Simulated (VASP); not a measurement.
Here is a VASP 6.6.1 calculation.

File INCAR:

```
  ALGO = Normal
  EDIFF = 1E-6
  ENCUT = 500
  GGA = PE
  GGA_COMPAT = F
  ISIF = 2
  ISMEAR = 0
  LASPH = T
  LCHARG = F
  LREAL = F
  LWAVE = F
  NBANDS = 19
  NELM = 120
  PREC = Accurate
  SIGMA = 0.05
```

The input KPOINTS:

```
k-points
0
Gamma
  12 12 6
```

Contents of POSCAR:

```
ZrSe2
1.0
    3.7676900341      0.0000000000      0.0000000000
   -1.8838450170      3.2629152830      0.0000000000
    0.0000000000      0.0000000000      6.5141078400
Zr Se
1 2
Direct
    0.0000000000      0.0000000000      0.0000000000
    0.3333333333      0.6666666667      0.2302205286
    0.6666666667      0.3333333333      0.7697794714
```

Potentials or basis: VASP PAW PBE potentials, release 64 (Zr_sv, Se).

Run with:

```sh
$ cat potpaw_PBE.64/Zr_sv/POTCAR potpaw_PBE.64/Se/POTCAR > POTCAR
$ mpirun -np 1 vasp_std > vasp.out
```

Task: What does it give for the largest force?

Result: 1.029 eV/Å.

Task: Predict the pressure.

Result: 5.4 GPa.

Forces on the atoms (eV/Å):
```
Zr   0.000  0.000  0.000
Se   0.000  0.000  1.029
Se   0.000  0.000 -1.029
```

Caveat: the cell differs from its parent crystal (strained); the cell stands under pressure; this functional lacks dispersion, which binds the layers, so the pressure and a relaxed spacing across them are unreliable; forces of over 1 eV/Å act on the atoms, so gaps and moduli don't describe the material at rest.
